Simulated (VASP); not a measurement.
GeW (rocksalt type): single point with r2SCAN

Crystal: GeW (rocksalt type).

```xyz
2
Lattice="0.0000 2.3375 2.3375 2.3375 0.0000 2.3375 2.3375 2.3375 0.0000" Properties=species:S:1:pos:R:3 pbc="T T T"
W     0.0000    0.0000    0.0000
Ge    2.3375    2.3375    2.3375
```

```
Program                : VASP 6.6.1
Task                   : single point
Functional             : r2SCAN
Potentials or basis    : VASP PAW PBE potentials, release 64 (W_sv, Ge_d)
Cutoff                 : 520 eV
k mesh                 : 13 × 13 × 13
Occupations            : fermi-dirac, width 0.05 eV
Spin                   : no spin polarisation
Dipole correction      : no
Further INCAR settings : ALGO = Normal; EDIFF = 1e-06; NBANDS = 21
```

The pressure is 92.8 GPa and the band gap on the k mesh is zero (band 14 reaches 14.29 eV, above the bottom of band 15 at 11.43 eV).

Levels at points of the mesh, in eV from the Fermi level:
```csv
k point,band 11,band 12,band 13,band 14,band 15,band 16,band 17,band 18
"(0.00, 0.00, 0.00)",-2.84,-2.84,-2.84,-1.49,-1.49,3.09,3.09,3.09
```

Wall time 4 min on 1 thread of AMD EPYC 7R43 64-Core Processor (Zen 3), with other jobs on the host, peak memory 0.16 GiB.

Caveat: the PAW data sets were made with another functional, which shifts forces and pressure a little; spin-orbit coupling is left out, which moves the levels of the heavy elements.
